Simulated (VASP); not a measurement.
# Sb in VASP: notebook

Runs on Sb. Level: PBE. Tasks: single point.

Program: VASP 6.6.1. These are calculated values, not measurements. Logs are shortened: lines on timing, memory, paths and dates and some standing lists are left out, and cuts for length are marked.

## (1) The cell of the first run

The cell holds a slab with vacuum, 3 atoms: a = 3.388 Å, b = 4.792 Å, c = 19.389 Å, α = 90.00°, β = 90.00°, γ = 90.00°.

## (2) Single point, PBE

Contents of INCAR:

```
SYSTEM = Sb
ALGO = Normal
DIPOL = 0.5 0.5 0.500
EDIFF = 1E-7
ENCUT = 520
GGA = PE
IDIPOL = 3
ISIF = 2
ISMEAR = -1
LASPH = .TRUE.
LCHARG = .TRUE.
LDIPOL = .TRUE.
LELF = .TRUE.
LREAL = .FALSE.
LVACPOTAV = .TRUE.
LVHAR = .TRUE.
LWAVE = .FALSE.
NBANDS = 14
NELM = 60
PREC = Accurate
SIGMA = 0.08
```

Contents of KPOINTS:

```
k-points
0
G
  10 7 1
  0 0 0
```

Contents of POSCAR:

```
Sb
1.0
    3.3884663842      0.0000000000      0.0000000000
    0.0000000000      4.7920151162      0.0000000000
    0.0000000000      0.0000000000     19.3885000000
Sb
3
Direct
    0.0000000000      0.0000000000      0.4126165927
    0.5000000000      0.5000000000      0.5000000000
    0.0000000000      0.0000000000      0.5873834073
```

Potentials or basis: VASP PAW PBE potentials, release 64 (Sb).

The run is started by

```
$ cat potpaw_PBE.64/Sb/POTCAR > POTCAR
$ mpirun -np 1 vasp_std > vasp.out
```

OUTCAR:

```text
SYSTEM = Sb
   EDIFF = 1E-7
   ENCUT = 520
   GGA = PE
   ISIF = 2
   ISMEAR = -1
   LASPH = .TRUE.
   LREAL = .FALSE.
   NELM = 60
   PREC = Accurate

 ion  position               nearest neighbor table
   1  0.000  0.000  0.413-   2 3.39   2 3.39   2 3.39   2 3.39   3 3.39
   2  0.500  0.500  0.500-   1 3.39   3 3.39   1 3.39   3 3.39   1 3.39   3 3.39   1 3.39   3 3.39

   3  0.000  0.000  0.587-   2 3.39   2 3.39   2 3.39   2 3.39   1 3.39

  LATTYP: Found a simple orthorhombic cell.
 ALAT       =     3.3884663842
 B/A-ratio  =     1.4142135624
 C/A-ratio  =     5.7219100920

  Lattice vectors:

 A1 = (   3.3884663842,   0.0000000000,   0.0000000000)
 A2 = (   0.0000000000,   4.7920151162,   0.0000000000)
 A3 = (   0.0000000000,   0.0000000000,  19.3885000000)

Analysis of symmetry for initial positions (statically):
=====================================================================
 Subroutine PRICEL returns:
 Original cell was already a primitive cell.

 Routine SETGRP: Setting up the symmetry group for a
 simple orthorhombic supercell.

 Subroutine GETGRP returns: Found  8 space group operations
 (whereof  8 operations were pure point group operations)
 out of a pool of  8 trial point group operations.

The static configuration has the point symmetry D_2h.

Analysis of symmetry for dynamics (positions and initial velocities):
=====================================================================
 Subroutine PRICEL returns:
 Original cell was already a primitive cell.

 Routine SETGRP: Setting up the symmetry group for a
 simple orthorhombic supercell.

 Subroutine GETGRP returns: Found  8 space group operations
 (whereof  8 operations were pure point group operations)
 out of a pool of  8 trial point group operations.

The dynamic configuration has the point symmetry D_2h.

 Subroutine INISYM returns: Found  8 space group operations
 (whereof  8 operations are pure point group operations),
 and found     1 'primitive' translations

----------------------------------------------------------------------------------------

                                     Primitive cell

  volume of cell :     314.8224

  direct lattice vectors                    reciprocal lattice vectors
     3.388466384  0.000000000  0.000000000     0.295118761  0.000000000  0.000000000
     0.000000000  4.792015116  0.000000000     0.000000000  0.208680477  0.000000000
     0.000000000  0.000000000 19.388500000     0.000000000  0.000000000  0.051576966

  length of vectors
     3.388466384  4.792015116 19.388500000     0.295118761  0.208680477  0.051576966

  position of ions in fractional coordinates (direct lattice)
     0.000000000  0.000000000  0.412616593
     0.500000000  0.500000000  0.500000000
     0.000000000  0.000000000  0.587383407

  ion indices of the primitive-cell ions
   primitive index   ion index
                 1           1
                 2           2
                 3           3

----------------------------------------------------------------------------------------

 KPOINTS: k-points

Automatic generation of k-mesh.
 Grid dimensions read from file:
 generate k-points for:   10    7    1

 Generating k-lattice:

  Cartesian coordinates                     Fractional coordinates (reciprocal lattice)
     0.029511876  0.000000000  0.000000000     0.100000000  0.000000000  0.000000000
     0.000000000  0.029811497  0.000000000     0.000000000  0.142857143  0.000000000
     0.000000000  0.000000000  0.051576966     0.000000000  0.000000000  1.000000000

  Length of vectors
     0.029511876  0.029811497  0.051576966

  Shift w.r.t. Gamma in fractional coordinates (k-lattice)
     0.000000000  0.000000000  0.000000000

 Subroutine IBZKPT returns following result:
 ===========================================

 Found     24 irreducible k-points:

 Following reciprocal coordinates:
            Coordinates               Weight
  0.000000  0.000000  0.000000      1.000000
  0.100000  0.000000  0.000000      2.000000
  0.200000  0.000000  0.000000      2.000000
  0.300000  0.000000  0.000000      2.000000
  0.400000  0.000000  0.000000      2.000000
  0.500000  0.000000  0.000000      1.000000
[... 16 lines left out ...]
  0.400000  0.428571  0.000000      4.000000
  0.500000  0.428571  0.000000      2.000000
   k-points           NKPTS =     24   k-points in BZ     NKDIM =     24   number of bands    NBANDS=     14
   number of dos      NEDOS =    301   number of ions     NIONS =      3
   total plane-waves  NPLWV = 145152
   dimension x,y,z NGX =    28 NGY =   36 NGZ =  144
   dimension x,y,z NGXF=    56 NGYF=   72 NGZF=  288
   ions per type =               3
   NGX,Y,Z   is equivalent  to a cutoff of  13.74, 12.49, 12.35 a.u.
   NGXF,Y,Z  is equivalent  to a cutoff of  27.47, 24.98, 24.69 a.u.
 SYSTEM =  Sb
   PREC   = accura    normal or accurate (medium, high low for compatibility)
   ISTART =      0    job   : 0-new  1-cont  2-samecut
   ICHARG =      2    charge: 1-file 2-atom 10-const
   ISPIN  =      1    spin polarized calculation?
   LNONCOLLINEAR =      F non collinear calculations
   LSORBIT =      F    spin-orbit coupling
   LASPH  =      T    aspherical Exc in radial PAW
   ENCUT  =  520.0 eV  38.22 Ry    6.18 a.u.   6.30  8.91 36.05*2*pi/ulx,y,z
   NELM   =     60;   NELMIN=  2; NELMDL= -5     # of ELM steps
   EDIFF  = 0.1E-06   stopping-criterion for ELM
   LREAL  =      F    real-space projection
   EDIFFG = 0.1E-05   stopping-criterion for IOM
   NSW    =      0    number of steps for IOM
   IBRION =     -1    ionic relax: 0-MD 1-quasi-New 2-CG
   NFREE  =      0    steps in history (QN), initial steepest desc. (CG)
   ISIF   =      2    stress and relaxation
   ISYM   =      2    0-nonsym 1-usesym 2-fastsym
   POTIM  = 0.5000    time-step for ionic-motion
   TEBEG  =    0.0;   TEEND  =   0.0 temperature during run
   PSTRESS=    0.0 pullay stress
   NELECT =      15.0000    total number of electrons
   NUPDOWN=      -1.0000    fix difference up-down
   EMIN   =  10.00;   EMAX   =-10.00  energy-range for DOS
   EFERMI =   0.00;   METHOD = LEGACY
   ISMEAR =    -1;   SIGMA  =   0.08  broadening in eV -4-tet -1-fermi 0-gaus
   EFERMI_NEDOS =   21; number of points for ismear=-14 and -15
   IALGO  =     38    algorithm
   IMIX   =      4    mixing-type and parameters
     AMIX     =   0.40;   BMIX     =  1.00
     AMIX_MAG =   1.60;   BMIX_MAG =  1.00
  volume/ion in A,a.u.               =     104.94       708.18
  Fermi-wavevector in a.u.,A,eV,Ry     =   0.593495  1.121542  4.792459  0.352236
  Thomas-Fermi vector in A             =   1.642715
   LORBIT       =      0    0 simple, 1 ext, 2 COOP (PROOUT), +10 PAW based schemes
   GGA     = PE    functional components
   LHFCALC =     F    Hartree Fock is set to
   AEXX    =    0.0000 exact exchange contribution
   IVDW    =     0    specifies the selected vdW correction
   LEPSILON=     F    determine dielectric tensor
   LRPA    =     F    only Hartree local field effects (RPA)
 non-spin polarized calculation
  energy-cutoff  :      520.00
  volume of cell :      314.82
 maximum number of plane-waves:      8520
 NGX is ok and might be reduce to    28
   NGX = 13   NGY = 17   NGZ = 73

 dipolmoment           0.000000      0.000000     -0.000000 electrons x Angstroem

 number of electron      14.9999999 magnetization

 dipolmoment           0.000000      0.000000      0.000000 electrons x Angstroem

 Free energy of the ion-electron system (eV)
  ---------------------------------------------------
  ext. energy  EPLUGINS =         0.00000000
  ---------------------------------------------------
  free energy    TOTEN  =       -10.84714822 eV

  energy without entropy =      -10.79224978  energy(sigma->0) =      -10.81969900

 E-fermi :  -0.8688     XC(G=0):  -3.5726

 val. band max:       -0.9044285026   @ k =   0.1000   0.2857   0.0000
 cond. band min:      -0.8675612033   @ k =   0.5000   0.1429   0.0000
 fundamental gap:      0.0368672993
 Fermi energy:        -0.8688004440

 k-point     1 :       0.0000    0.0000    0.0000
  band No.  band energies     occupation
      1     -12.6191      2.00000
      2     -10.3173      2.00000
      3      -8.5797      2.00000
      4      -4.5513      2.00000
      5      -3.2006      2.00000
      6      -2.2640      2.00000
      7      -1.7240      1.99995
      8      -0.2571      0.00096
      9       0.4681      0.00000
     10       1.7667      0.00000
     11       2.6155      0.00000
     12       2.6234      0.00000
     13       3.1924      0.00000
     14       3.7569      0.00000

 k-point     2 :       0.1000    0.0000    0.0000
  band No.  band energies     occupation
      1     -12.4917      2.00000
      2     -10.2020      2.00000
      3      -8.5108      2.00000
      4      -4.4151      2.00000
      5      -3.1413      2.00000
      6      -2.1830      2.00000
      7      -1.6142      1.99982
      8      -0.5854      0.05628
      9      -0.2004      0.00047
     10       1.6230      0.00000
     11       1.7557      0.00000
     12       2.7412      0.00000
     13       3.1321      0.00000
     14       3.3140      0.00000
[... 343 lines left out ...]
      1      -9.8041      2.00000
      2      -9.2790      2.00000
      3      -8.5732      2.00000
      4      -5.1608      2.00000
      5      -4.6736      2.00000
      6      -3.3030      2.00000
      7      -2.5934      2.00000
      8      -2.5314      2.00000
      9      -0.3178      0.00204
     10       0.6212      0.00000
     11       0.6550      0.00000
     12       0.8536      0.00000
     13       4.6706      0.00000
     14       5.1920      0.00000

 k-point    24 :       0.5000    0.4286    0.0000
  band No.  band energies     occupation
      1      -9.3357      2.00000
      2      -9.1463      2.00000
      3      -8.3108      2.00000
      4      -5.4595      2.00000
      5      -5.4529      2.00000
      6      -3.8008      2.00000
      7      -2.1871      2.00000
      8      -1.5724      1.99970
      9      -1.4993      1.99925
     10       0.3170      0.00000
     11       0.8428      0.00000
     12       0.9723      0.00000
     13       4.4715      0.00000
     14       5.3590      0.00000

------------------------ aborting loop because EDIFF is reached ----------------------------------------

  FORCE on cell =-STRESS in cart. coord.  units (eV):
  Direction    XX          YY          ZZ          XY          YZ          ZX
  --------------------------------------------------------------------------------------
  -------------------------------------------------------------------------------------
  Total       -3.5651373     -1.6721111     -3.5047650      0.0000000      0.0000000      0.0000000
  in kB      -18.1435085     -8.5096195    -17.8362647      0.0000000      0.0000000      0.0000000
  external PRESSURE =     -14.8297976 kB  Pullay stress =       0.0000000 kB

 VOLUME and BASIS-vectors are now :
 -----------------------------------------------------------------------------
  energy-cutoff  :      520.00
  volume of cell :      314.82
      direct lattice vectors                 reciprocal lattice vectors
     3.388466384  0.000000000  0.000000000     0.295118761  0.000000000  0.000000000
     0.000000000  4.792015116  0.000000000     0.000000000  0.208680477  0.000000000
     0.000000000  0.000000000 19.388500000     0.000000000  0.000000000  0.051576966

 POSITION                                       TOTAL-FORCE (eV/Angst)
 -----------------------------------------------------------------------------------
      0.00000      0.00000      8.00002         0.000000      0.000000      1.032908
      1.69423      2.39601      9.69425         0.000000      0.000000      0.000000
      0.00000      0.00000     11.38848        -0.000000      0.000000     -1.032908
 -----------------------------------------------------------------------------------
    total drift:                               -0.000000     -0.000000      0.000000

  FREE ENERGIE OF THE ION-ELECTRON SYSTEM (eV)
  ---------------------------------------------------
  free  energy   TOTEN  =       -10.8471482182 eV

  energy  without entropy=      -10.7922497821  energy(sigma->0) =      -10.81969900

 vacuum level on the upper side and lower side of the slab         3.241         3.241
```

It took 78 s on 1 thread of AMD EPYC 9R45 (Zen 5), shared host; peak memory 0.37 GiB.

What came out:

```yaml
Free_energy: -10.8471 eV
Largest_force: 1.033 eV/Å
```

Forces in eV/Å, atoms in the order of the input:
```
Sb   0.000  0.000  1.033
Sb   0.000  0.000  0.000
Sb   0.000  0.000 -1.033
```

Levels at points of the mesh, in eV from the Fermi level:
```
           k point  band 3  band 4  band 5  band 6  band 7  band 8  band 9  band 10  band 11  band 12
(0.00, 0.00, 0.00)   -7.71   -3.68   -2.33   -1.40   -0.86    0.61    1.34     2.64     3.48     3.49
(0.50, 0.00, 0.00)   -7.60   -3.68   -3.15   -2.44   -0.55   -0.42   -0.14     0.73     1.42     1.47
```

Caveat: spin-orbit coupling is left out, which moves the levels of the heavy elements.

## (3) Single point, PBE

Contents of INCAR:

```
SYSTEM = Sb
ALGO = Normal ; DIPOL = 0.5 0.5 0.500
EDIFF = 1E-6 ; ENCUT = 520
GGA = PE ; IDIPOL = 3
ISIF = 2 ; ISMEAR = -1
LASPH = .True. ; LCHARG = .False.
LDIPOL = .True. ; LREAL = .False.
LWAVE = .False. ; NBANDS = 14
NELM = 80 ; PREC = Accurate
SIGMA = 0.08
```

Contents of KPOINTS:

```
k-points
0
Gamma
  10 7 1
  0 0 0
```

Contents of POSCAR:

```
Sb
1.0
    3.3884663842      0.0000000000      0.0000000000
    0.0000000000      4.7920151162      0.0000000000
    0.0000000000      0.0000000000     19.3885000000
Sb
3
Direct
    0.0000000000      0.0000000000      0.4271447758
    0.5000000000      0.5000000000      0.5000000002
    0.0000000000      0.0000000000      0.5728552240
```

Potentials or basis: VASP PAW PBE potentials, release 64 (Sb).

The run is started by

```
$ cat potpaw_PBE.64/Sb/POTCAR > POTCAR
$ mpirun -np 1 vasp_std > vasp.out
```

OUTCAR:

```text
SYSTEM = Sb
   EDIFF = 1E-6
   ENCUT = 520
   GGA = PE
   ISIF = 2
   ISMEAR = -1
   LASPH = .True.
   LREAL = .False.
   NELM = 80
   PREC = Accurate

 ion  position               nearest neighbor table
   1  0.000  0.000  0.427-   3 2.83   2 3.26   2 3.26   2 3.26   2 3.26
   2  0.500  0.500  0.500-   3 3.26   3 3.26   3 3.26   3 3.26   1 3.26   1 3.26   1 3.26   1 3.26

   3  0.000  0.000  0.573-   1 2.83   2 3.26   2 3.26   2 3.26   2 3.26

  LATTYP: Found a simple orthorhombic cell.
 ALAT       =     3.3884663842
 B/A-ratio  =     1.4142135624
 C/A-ratio  =     5.7219100920

  Lattice vectors:

 A1 = (   3.3884663842,   0.0000000000,   0.0000000000)
 A2 = (   0.0000000000,   4.7920151162,   0.0000000000)
 A3 = (   0.0000000000,   0.0000000000,  19.3885000000)

Analysis of symmetry for initial positions (statically):
=====================================================================
 Subroutine PRICEL returns:
 Original cell was already a primitive cell.

 Routine SETGRP: Setting up the symmetry group for a
 simple orthorhombic supercell.

 Subroutine GETGRP returns: Found  8 space group operations
[... 192 lines left out ...]
     14       3.6943      0.00000
[... 377 lines left out ...]
      1     -10.1866      2.00000
      2      -9.0761      2.00000
      3      -7.7094      2.00000
      4      -6.0584      2.00000
      5      -5.8449      2.00000
      6      -3.4032      2.00000
      7      -2.3621      2.00000
      8      -1.3105      1.99981
      9      -1.2485      1.99959
     10       1.3098      0.00000
     11       1.8732      0.00000
     12       2.4139      0.00000
     13       5.0328      0.00000
     14       5.5900      0.00000

------------------------ aborting loop because EDIFF is reached ----------------------------------------

 vacuum level on the upper side and lower side of the slab       (xc-potential included)        -0.109        -0.109

  FORCE on cell =-STRESS in cart. coord.  units (eV):
  Direction    XX          YY          ZZ          XY          YZ          ZX
  --------------------------------------------------------------------------------------
  -------------------------------------------------------------------------------------
  Total        1.1421025      0.8400101      0.0621559      0.0000000      0.0000000      0.0000000
  in kB        5.8123278      4.2749351      0.3163205      0.0000000      0.0000000      0.0000000
  external PRESSURE =       3.4678611 kB  Pullay stress =       0.0000000 kB

 VOLUME and BASIS-vectors are now :
 -----------------------------------------------------------------------------
  energy-cutoff  :      520.00
  volume of cell :      314.82
      direct lattice vectors                 reciprocal lattice vectors
     3.388466384  0.000000000  0.000000000     0.295118761  0.000000000  0.000000000
     0.000000000  4.792015116  0.000000000     0.000000000  0.208680477  0.000000000
     0.000000000  0.000000000 19.388500000     0.000000000  0.000000000  0.051576966

 POSITION                                       TOTAL-FORCE (eV/Angst)
 -----------------------------------------------------------------------------------
      0.00000      0.00000      8.28170         0.000000     -0.000000     -0.023623
      1.69423      2.39601      9.69425        -0.000000     -0.000000      0.000000
      0.00000      0.00000     11.10680        -0.000000      0.000000      0.023623
 -----------------------------------------------------------------------------------
    total drift:                               -0.000000     -0.000000     -0.000000

  FREE ENERGIE OF THE ION-ELECTRON SYSTEM (eV)
  ---------------------------------------------------
  free  energy   TOTEN  =       -11.3329342641 eV

  energy  without entropy=      -11.3060581770  energy(sigma->0) =      -11.31949622

 vacuum level on the upper side and lower side of the slab         3.067         3.067
```

OSZICAR:

```text
N       E                     dE             d eps       ncg     rms          rms(c)
DAV:   1     0.816486873756E+02    0.81649E+02   -0.39095E+03   672   0.689E+02
DAV:   2    -0.381005603379E+01   -0.85459E+02   -0.75992E+02  1038   0.116E+02
DAV:   3    -0.111933990909E+02   -0.73833E+01   -0.71935E+01   872   0.414E+01
DAV:   4    -0.114005843290E+02   -0.20719E+00   -0.20690E+00   882   0.831E+00
[... 11 lines left out ...]
DAV:  16    -0.113328888289E+02   -0.49291E-04   -0.31319E-06   774   0.502E-03    0.117E-03
DAV:  17    -0.113329200925E+02   -0.31264E-04   -0.20523E-06   792   0.399E-03    0.811E-04
DAV:  18    -0.113329321203E+02   -0.12028E-04   -0.60684E-07   740   0.229E-03    0.754E-04
DAV:  19    -0.113329335785E+02   -0.14581E-05   -0.54630E-08   666   0.710E-04    0.167E-04
DAV:  20    -0.113329342641E+02   -0.68560E-06   -0.26132E-08   610   0.451E-04
   1 F= -.11332934E+02 E0= -.11319496E+02  d E =-.268761E-01
```

stdout:

```text
POSCAR found type information on POSCAR Sb
 POSCAR found :  1 types and       3 ions
 scaLAPACK will be used
 LDA part: xc-table for (Slater+PW92), standard interpolation
 POSCAR, INCAR and KPOINTS ok, starting setup
 FFT: planning ... GRIDC
 FFT: planning ... GRID_SOFT
 FFT: planning ... GRID
 WAVECAR not read
 entering main loop
```

Run time: 75 s. Hardware: 1 thread of AMD EPYC 9R45 (Zen 5), shared host; peak memory 0.37 GiB.

What came out:

```yaml
Free_energy: -11.3329 eV
Largest_force: 0.024 eV/Å
```

Forces on the atoms (eV/Å):
```
Sb   0.000  0.000 -0.024
Sb   0.000  0.000  0.000
Sb   0.000  0.000  0.024
```

Caveat: spin-orbit coupling is left out, which moves the levels of the heavy elements.
